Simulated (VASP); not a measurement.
# TiPt3 (Pm-3m) in VASP: further runs

The runs below take TiPt3 through single point, with LDA.

All numbers are computed with VASP 6.6.1; they aren't measurements. Logs are shortened: lines on timing, memory, paths and dates and some standing lists are left out, and cuts for length are marked.

## Step 1: The cell of the first run

The structure is cubic, space group Pm-3m (No. 221). Conventional cell: a = 3.847 Å, b = 3.847 Å, c = 3.847 Å, α = 90.00°, β = 90.00°, γ = 90.00°. Within 3.6 Å of Ti (site symmetry m-3m) lie 12 Pt at 2.72 Å. Within 3.6 Å of Pt (site symmetry 4/mmm) lie 4 Ti at 2.72 Å and 8 Pt at 2.72 Å.

## Step 2: Single point, LDA

Input file INCAR:

```
ALGO = Normal
EDIFF = 1E-6
ENCUT = 520
GGA = CA
ISIF = 2
ISMEAR = 1
LASPH = True
LCHARG = False
LREAL = False
LWAVE = False
NBANDS = 29
NELM = 60
PREC = Accurate
SIGMA = 0.1
```

Input file KPOINTS:

```
k-points
0
Gamma
  12 12 12
```

Input file POSCAR:

```
TiPt3
1.0
    3.8469330218      0.0000000000      0.0000000000
    0.0000000000      3.8469330218      0.0000000000
    0.0000000000      0.0000000000      3.8469330218
Ti Pt
1 3
Direct
    0.0000000000      0.0000000000      0.0000000000
    0.0000000000      0.5000000000      0.5000000000
    0.5000000000      0.0000000000      0.5000000000
    0.5000000000      0.5000000000      0.0000000000
```

Potentials or basis: VASP PAW LDA potentials, release 64 (Ti_sv, Pt).

On the command line:

```
$ cat potpaw_LDA.64/Ti_sv/POTCAR potpaw_LDA.64/Pt/POTCAR > POTCAR
$ mpirun -np 1 vasp_std > vasp.out
```

OUTCAR:

```text
EDIFF = 1E-6
   ENCUT = 520
   GGA = CA
   ISIF = 2
   ISMEAR = 1
   LASPH = True
   LREAL = False
   NELM = 60
   PREC = Accurate

 ion  position               nearest neighbor table
   1  0.000  0.000  0.000-   2 2.72   3 2.72   4 2.72   2 2.72   3 2.72   2 2.72   4 2.72   2 2.72
                             3 2.72   4 2.72   3 2.72   4 2.72
   2  0.000  0.500  0.500-   1 2.72   3 2.72   4 2.72   1 2.72   4 2.72   1 2.72   3 2.72   1 2.72
                             3 2.72   4 2.72   4 2.72   3 2.72
   3  0.500  0.000  0.500-   1 2.72   2 2.72   4 2.72   1 2.72   4 2.72   2 2.72   4 2.72   4 2.72
                             1 2.72   2 2.72   1 2.72   2 2.72
   4  0.500  0.500  0.000-   1 2.72   2 2.72   3 2.72   2 2.72   3 2.72   1 2.72   3 2.72   3 2.72
                             1 2.72   2 2.72   2 2.72   1 2.72

  LATTYP: Found a simple cubic cell.
 ALAT       =     3.8469330218

  Lattice vectors:

 A1 = (   3.8469330218,   0.0000000000,   0.0000000000)
 A2 = (   0.0000000000,   3.8469330218,   0.0000000000)
 A3 = (   0.0000000000,   0.0000000000,   3.8469330218)

Analysis of symmetry for initial positions (statically):
=====================================================================
 Subroutine PRICEL returns:
 Original cell was already a primitive cell.

 Routine SETGRP: Setting up the symmetry group for a
 simple cubic supercell.

 Subroutine GETGRP returns: Found 48 space group operations
 (whereof 48 operations were pure point group operations)
 out of a pool of 48 trial point group operations.

The static configuration has the point symmetry O_h .

Analysis of symmetry for dynamics (positions and initial velocities):
=====================================================================
 Subroutine PRICEL returns:
 Original cell was already a primitive cell.

 Routine SETGRP: Setting up the symmetry group for a
 simple cubic supercell.

 Subroutine GETGRP returns: Found 48 space group operations
 (whereof 48 operations were pure point group operations)
 out of a pool of 48 trial point group operations.

The dynamic configuration has the point symmetry O_h .

 Subroutine INISYM returns: Found 48 space group operations
 (whereof 48 operations are pure point group operations),
 and found     1 'primitive' translations

----------------------------------------------------------------------------------------

                                     Primitive cell

  volume of cell :      56.9304

  direct lattice vectors                    reciprocal lattice vectors
[... 89 lines left out ...]
   ENCUT  =  520.0 eV  38.22 Ry    6.18 a.u.   7.15  7.15  7.15*2*pi/ulx,y,z
   NELM   =     60;   NELMIN=  2; NELMDL= -5     # of ELM steps
   EDIFF  = 0.1E-05   stopping-criterion for ELM
   LREAL  =      F    real-space projection
   EDIFFG = 0.1E-04   stopping-criterion for IOM
   NSW    =      0    number of steps for IOM
   IBRION =     -1    ionic relax: 0-MD 1-quasi-New 2-CG
   NFREE  =      0    steps in history (QN), initial steepest desc. (CG)
   ISIF   =      2    stress and relaxation
   ISYM   =      2    0-nonsym 1-usesym 2-fastsym
   POTIM  = 0.5000    time-step for ionic-motion
   TEBEG  =    0.0;   TEEND  =   0.0 temperature during run
   PSTRESS=    0.0 pullay stress
   NELECT =      42.0000    total number of electrons
   NUPDOWN=      -1.0000    fix difference up-down
   EMIN   =  10.00;   EMAX   =-10.00  energy-range for DOS
   EFERMI =   0.00;   METHOD = LEGACY
   ISMEAR =     1;   SIGMA  =   0.10  broadening in eV -4-tet -1-fermi 0-gaus
   EFERMI_NEDOS =   21; number of points for ismear=-14 and -15
   IALGO  =     38    algorithm
   IMIX   =      4    mixing-type and parameters
     AMIX     =   0.40;   BMIX     =  1.00
     AMIX_MAG =   1.60;   BMIX_MAG =  1.00
  volume/ion in A,a.u.               =      14.23        96.05
  Fermi-wavevector in a.u.,A,eV,Ry     =   1.479256  2.795388 29.772240  2.188198
  Thomas-Fermi vector in A             =   2.593436
   LORBIT       =      0    0 simple, 1 ext, 2 COOP (PROOUT), +10 PAW based schemes
   GGA     = CA    functional components
   LHFCALC =     F    Hartree Fock is set to
   AEXX    =    0.0000 exact exchange contribution
   IVDW    =     0    specifies the selected vdW correction
   LEPSILON=     F    determine dielectric tensor
   LRPA    =     F    only Hartree local field effects (RPA)
 non-spin polarized calculation
 Methfessel and Paxton  Order N= 1 SIGMA  =   0.10
  energy-cutoff  :      520.00
  volume of cell :       56.93
 maximum number of plane-waves:      1568
 NGX is ok and might be reduce to    30
   NGX = 15   NGY = 15   NGZ = 15

 number of electron      41.9999995 magnetization

 Free energy of the ion-electron system (eV)
  ---------------------------------------------------
  ext. energy  EPLUGINS =         0.00000000
  ---------------------------------------------------
  free energy    TOTEN  =       -34.59984130 eV

  energy without entropy =      -34.60107915  energy(sigma->0) =      -34.60025392

 E-fermi :  12.4080     XC(G=0): -13.7277

 val. band max:       12.3969272259   @ k =   0.0833   0.0833   0.0000
 cond. band min:      12.4132333705   @ k =   0.4167   0.0833   0.0000
 fundamental gap:      0.0163061445
 Fermi energy:        12.4080451153

 k-point     1 :       0.0000    0.0000    0.0000
  band No.  band energies     occupation
      1     -45.0038      2.00000
      2     -21.6256      2.00000
      3     -21.6256      2.00000
      4     -21.6256      2.00000
      5       1.8220      2.00000
      6       4.5732      2.00000
[... 757 lines left out ...]
     28      16.8890      0.00000
     29      22.3177      0.00000

 [... further k-points ...]
[... 5 lines left out ...]
  --------------------------------------------------------------------------------------
  -------------------------------------------------------------------------------------
  Total        2.4426956      2.4426956      2.4426956      0.0000000     -0.0000000      0.0000000
  in kB       68.7442004     68.7442004     68.7442004      0.0000000     -0.0000000      0.0000000
  external PRESSURE =      68.7442004 kB  Pullay stress =       0.0000000 kB

 VOLUME and BASIS-vectors are now :
 -----------------------------------------------------------------------------
  energy-cutoff  :      520.00
  volume of cell :       56.93
      direct lattice vectors                 reciprocal lattice vectors
     3.846933022  0.000000000  0.000000000     0.259947338  0.000000000  0.000000000
     0.000000000  3.846933022  0.000000000     0.000000000  0.259947338  0.000000000
     0.000000000  0.000000000  3.846933022     0.000000000  0.000000000  0.259947338

 POSITION                                       TOTAL-FORCE (eV/Angst)
 -----------------------------------------------------------------------------------
      0.00000      0.00000      0.00000         0.000000      0.000000      0.000000
      0.00000      1.92347      1.92347         0.000000      0.000000      0.000000
      1.92347      0.00000      1.92347         0.000000      0.000000      0.000000
      1.92347      1.92347      0.00000         0.000000      0.000000      0.000000
 -----------------------------------------------------------------------------------
    total drift:                                0.000000      0.000000     -0.000000

  FREE ENERGIE OF THE ION-ELECTRON SYSTEM (eV)
  ---------------------------------------------------
  free  energy   TOTEN  =       -34.5998412989 eV

  energy  without entropy=      -34.6010791513  energy(sigma->0) =      -34.60025392
```

OSZICAR:

```text
N       E                     dE             d eps       ncg     rms          rms(c)
DAV:   1     0.374560357783E+03    0.37456E+03   -0.20861E+04  4872   0.158E+03
DAV:   2    -0.103411729426E+02   -0.38490E+03   -0.36561E+03  5107   0.407E+02
DAV:   3    -0.368509426360E+02   -0.26510E+02   -0.25271E+02  5977   0.102E+02
DAV:   4    -0.377529196657E+02   -0.90198E+00   -0.89820E+00  6135   0.175E+01
DAV:   5    -0.377768480424E+02   -0.23928E-01   -0.23926E-01  5873   0.278E+00    0.253E+01
DAV:   6    -0.357550029392E+02    0.20218E+01   -0.99426E+00  5318   0.280E+01    0.135E+01
DAV:   7    -0.356842059762E+02    0.70797E-01   -0.19128E+01  6105   0.286E+01    0.115E+01
DAV:   8    -0.347276828807E+02    0.95652E+00   -0.10241E+00  5294   0.989E+00    0.451E+00
DAV:   9    -0.346871480985E+02    0.40535E-01   -0.14442E+00  6852   0.696E+00    0.302E+00
DAV:  10    -0.346005351124E+02    0.86613E-01   -0.33452E-01  5665   0.419E+00    0.440E-01
DAV:  11    -0.346038627954E+02   -0.33277E-02   -0.61706E-03  5697   0.619E-01    0.624E-01
DAV:  12    -0.345998294963E+02    0.40333E-02   -0.15303E-02  6380   0.801E-01    0.219E-02
DAV:  13    -0.345998451619E+02   -0.15666E-04   -0.20218E-04  5348   0.102E-01    0.244E-02
DAV:  14    -0.345998428300E+02    0.23319E-05   -0.42856E-05  6026   0.482E-02    0.135E-02
DAV:  15    -0.345998413193E+02    0.15107E-05   -0.48484E-06  4735   0.191E-02    0.271E-03
DAV:  16    -0.345998412989E+02    0.20427E-07   -0.26283E-07  2731   0.327E-03
   1 F= -.34599841E+02 E0= -.34600254E+02  d E =0.123785E-02
```

stdout:

```text
POSCAR found type information on POSCAR TiPt
 POSCAR found :  2 types and       4 ions
 scaLAPACK will be used
 LDA part: xc-table for (Slater(with rela. corr.)+CA(PZ))
 , standard interpolation
 POSCAR, INCAR and KPOINTS ok, starting setup
 FFT: planning ... GRIDC
 FFT: planning ... GRID_SOFT
 FFT: planning ... GRID
 WAVECAR not read
 entering main loop
```

Run time: 2.8 min. Hardware: 1 thread of AMD EPYC 7R13, shared host; peak memory 0.21 GiB.

Results:

* Free energy: -34.5998 eV
* Pressure: 6.9 GPa
* Band gap on the k mesh: zero (bands 21 and 22 overlap by 1.91 eV)

Levels at points of the mesh, in eV from the Fermi level:
```tsv
k point	band 18	band 19	band 20	band 21	band 22	band 23	band 24	band 25
(0.00, 0.00, 0.00)	0.11	0.11	0.11	1.49	1.49	1.62	1.62	1.62
(0.50, 0.00, 0.00)	-2.80	-2.73	-1.40	-0.23	-0.23	0.11	0.44	0.80
(0.50, 0.50, 0.00)	-3.29	-2.61	-2.39	-2.39	0.21	0.21	0.34	1.65
(0.50, 0.50, 0.50)	-0.70	-0.70	-0.70	-0.42	-0.42	-0.42	1.31	1.31
```

Caveat: the cell stands under pressure; spin-orbit coupling is left out, which moves the levels of the heavy elements.

## Step 3: Single point, LDA

This run uses another cell than the first one, of 14.52 Å³/atom.

Input file INCAR:

```
SYSTEM = TiPt3
PREC     = Accurate       ! precision mode
ENCUT    = 520            ! plane-wave cutoff, eV
EDIFF    = 1E-6           ! SCF threshold, eV
ISMEAR   = 1              ! smearing method
SIGMA    = 0.1            ! smearing width, eV
LREAL    = .FALSE.        ! projectors in reciprocal space
LASPH    = .TRUE.         ! aspherical terms in the spheres
NELM     = 60             ! most SCF steps
ALGO     = Normal         ! electronic algorithm
ISIF     = 2              ! what is computed and relaxed
LWAVE    = .FALSE.        ! write WAVECAR
LCHARG   = .FALSE.        ! write CHGCAR
NBANDS   = 29             ! bands
```

Input file KPOINTS:

```
Automatic mesh
0
G
  12 12 12
  0 0 0
```

Input file POSCAR:

```
TiPt3
1.0
    3.8729266009      0.0000000000      0.0000000000
    0.0000000000      3.8729266009      0.0000000000
    0.0000000000      0.0000000000      3.8729266009
Ti Pt
1 3
Direct
    0.0000000000      0.0000000000      0.0000000000
    0.0000000000      0.5000000000      0.5000000000
    0.5000000000      0.0000000000      0.5000000000
    0.5000000000      0.5000000000      0.0000000000
```

Potentials or basis: VASP PAW LDA potentials, release 64 (Ti_sv, Pt).

On the command line:

```
$ cat potpaw_LDA.64/Ti_sv/POTCAR potpaw_LDA.64/Pt/POTCAR > POTCAR
$ mpirun -np 1 vasp_std > vasp.out
```

Wall time 2.7 min (1 thread of AMD EPYC 7R13, shared host); peak memory 0.21 GiB.

The run converged. Its results:

```
Free energy            : -34.6281 eV
Pressure               : 0.8 GPa
Band gap on the k mesh : zero (bands 21 and 22 overlap by 1.87 eV)
```

Levels at points of the mesh, in eV from the Fermi level:
| k point | band 18 | band 19 | band 20 | band 21 | band 22 | band 23 | band 24 | band 25 |
| --- | --- | --- | --- | --- | --- | --- | --- | --- |
| (0.00, 0.00, 0.00) | 0.08 | 0.08 | 0.08 | 1.44 | 1.44 | 1.63 | 1.63 | 1.63 |
| (0.50, 0.00, 0.00) | -2.73 | -2.66 | -1.37 | -0.22 | -0.22 | 0.09 | 0.44 | 0.78 |
| (0.50, 0.50, 0.00) | -3.19 | -2.52 | -2.34 | -2.32 | 0.21 | 0.21 | 0.34 | 1.59 |
| (0.50, 0.50, 0.50) | -0.66 | -0.66 | -0.66 | -0.43 | -0.43 | -0.43 | 1.26 | 1.26 |

Caveat: spin-orbit coupling is left out, which moves the levels of the heavy elements.

## Step 4: Single point, LDA

This run uses another cell than the first one, of 14.52 Å³/atom.

Input file INCAR:

```
ALGO = Normal ; EDIFF = 1E-7
ENCUT = 520 ; GGA = CA
ISIF = 2 ; ISMEAR = 1
LASPH = T ; LCHARG = T
LELF = T ; LREAL = F
LVHAR = T ; LWAVE = F
NBANDS = 29 ; NELM = 80
PREC = Accurate ; SIGMA = 0.1
```

Input file KPOINTS:

```
k-points
0
Gamma
  12 12 12
```

POSCAR is that of step 3.

Potentials or basis: VASP PAW LDA potentials, release 64 (Ti_sv, Pt).

On the command line:

```
$ cat potpaw_LDA.64/Ti_sv/POTCAR potpaw_LDA.64/Pt/POTCAR > POTCAR
$ mpirun -np 1 vasp_std > vasp.out
```

OUTCAR:

```text
EDIFF = 1E-7
   ENCUT = 520
   GGA = CA
   ISIF = 2
   ISMEAR = 1
   LASPH = T
   LREAL = F
   NELM = 80
   PREC = Accurate

 ion  position               nearest neighbor table
   1  0.000  0.000  0.000-   2 2.74   3 2.74   4 2.74   2 2.74   3 2.74   2 2.74   4 2.74   2 2.74
                             3 2.74   4 2.74   3 2.74   4 2.74
   2  0.000  0.500  0.500-   1 2.74   3 2.74   4 2.74   1 2.74   4 2.74   1 2.74   3 2.74   1 2.74
                             3 2.74   4 2.74   4 2.74   3 2.74
[... 968 lines left out ...]
 [... further k-points ...]
[... 5 lines left out ...]
  --------------------------------------------------------------------------------------
  -------------------------------------------------------------------------------------
  Total        0.2809373      0.2809373      0.2809373      0.0000000     -0.0000000      0.0000000
  in kB        7.7482254      7.7482254      7.7482254      0.0000000     -0.0000000      0.0000000
  external PRESSURE =       7.7482254 kB  Pullay stress =       0.0000000 kB

 VOLUME and BASIS-vectors are now :
 -----------------------------------------------------------------------------
  energy-cutoff  :      520.00
  volume of cell :       58.09
      direct lattice vectors                 reciprocal lattice vectors
     3.872926601  0.000000000  0.000000000     0.258202673  0.000000000  0.000000000
     0.000000000  3.872926601  0.000000000     0.000000000  0.258202673  0.000000000
     0.000000000  0.000000000  3.872926601     0.000000000  0.000000000  0.258202673

 POSITION                                       TOTAL-FORCE (eV/Angst)
 -----------------------------------------------------------------------------------
      0.00000      0.00000      0.00000         0.000000      0.000000      0.000000
      0.00000      1.93646      1.93646         0.000000      0.000000      0.000000
      1.93646      0.00000      1.93646         0.000000      0.000000      0.000000
      1.93646      1.93646      0.00000         0.000000      0.000000      0.000000
 -----------------------------------------------------------------------------------
    total drift:                                0.000000      0.000000     -0.000000

  FREE ENERGIE OF THE ION-ELECTRON SYSTEM (eV)
  ---------------------------------------------------
  free  energy   TOTEN  =       -34.6281152824 eV

  energy  without entropy=      -34.6293144666  energy(sigma->0) =      -34.62851501
```

Run time: 2.5 min. Hardware: 1 thread of AMD EPYC 7R13, shared host; peak memory 0.22 GiB.

Results:

```yaml
Free_energy: -34.6281 eV
Pressure: 0.8 GPa
Band_gap_on_the_k_mesh: zero (bands 21 and 22 overlap by 1.87 eV)
```

Caveat: spin-orbit coupling is left out, which moves the levels of the heavy elements.

## Step 5: Single point, LDA

This run uses another cell than the first one, of 14.81 Å³/atom.

Input file INCAR:

```
SYSTEM = TiPt3
PREC     = Accurate       ! precision mode
ENCUT    = 520            ! plane-wave cutoff, eV
EDIFF    = 1E-6           ! SCF threshold, eV
ISMEAR   = 1              ! smearing method
SIGMA    = 0.1            ! smearing width, eV
LREAL    = .FALSE.        ! projectors in reciprocal space
LASPH    = .TRUE.         ! aspherical terms in the spheres
NELM     = 100            ! most SCF steps
ALGO     = Normal         ! electronic algorithm
ISIF     = 2              ! what is computed and relaxed
LWAVE    = .FALSE.        ! write WAVECAR
LCHARG   = .FALSE.        ! write CHGCAR
GGA      = CA             ! functional
NBANDS   = 29             ! bands
```

Input file KPOINTS:

```
regular mesh
0
G
  12 12 12
  0 0 0
```

Input file POSCAR:

```
TiPt3
1.0
    3.8985758690      0.0000000000      0.0000000000
    0.0000000000      3.8985758690      0.0000000000
    0.0000000000      0.0000000000      3.8985758690
Ti Pt
1 3
Direct
    0.0000000000      0.0000000000      0.0000000000
    0.0000000000      0.5000000000      0.5000000000
    0.5000000000      0.0000000000      0.5000000000
    0.5000000000      0.5000000000      0.0000000000
```

On the command line:

```
$ cat potpaw_LDA.64/Ti_sv/POTCAR potpaw_LDA.64/Pt/POTCAR > POTCAR
$ mpirun -np 1 vasp_std > vasp.out
```

Wall time 2.4 min (1 thread of AMD EPYC 7R13, shared host); peak memory 0.22 GiB.

It converged, with:

- Free energy: -34.6147 eV
- Pressure: -4.6 GPa
- Band gap on the k mesh: zero (bands 21 and 22 overlap by 1.82 eV)

Levels at points of the mesh, in eV from the Fermi level:
```csv
k point,band 17,band 18,band 19,band 20,band 21,band 22,band 23,band 24,band 25,band 26
"(0.00, 0.00, 0.00)",-0.50,0.06,0.06,0.06,1.39,1.39,1.63,1.63,1.63,2.05
"(0.50, 0.00, 0.00)",-2.66,-2.66,-2.59,-1.35,-0.20,-0.20,0.07,0.44,0.76,2.02
"(0.50, 0.50, 0.00)",-3.10,-3.10,-2.44,-2.28,-2.26,0.22,0.22,0.34,1.53,1.53
"(0.50, 0.50, 0.50)",-0.94,-0.62,-0.62,-0.62,-0.43,-0.43,-0.43,1.22,1.22,1.22
```

Caveat: the cell stands under tension; spin-orbit coupling is left out, which moves the levels of the heavy elements.

## Step 6: The runs side by side

```tsv
cell	gap on the mesh (eV)	pressure (GPa)
a = 3.847 Å, 4 atoms	none	6.9
a = 3.873 Å, 4 atoms	none	0.8
a = 3.899 Å, 4 atoms	none	-4.6
```

Alike in all rows: task single point; level LDA; potentials or basis VASP PAW LDA potentials, release 64 (Ti_sv, Pt); no spin polarisation; k mesh 12 × 12 × 12; cutoff (eV) 520; smearing methfessel-paxton 0.1 eV.

Caveats: spin-orbit coupling is left out, which moves the levels of the heavy elements; the cell stands under pressure (at least some runs); the cell stands under tension (at least some runs).

Absolute energies hang on the potentials; compare differences alone.
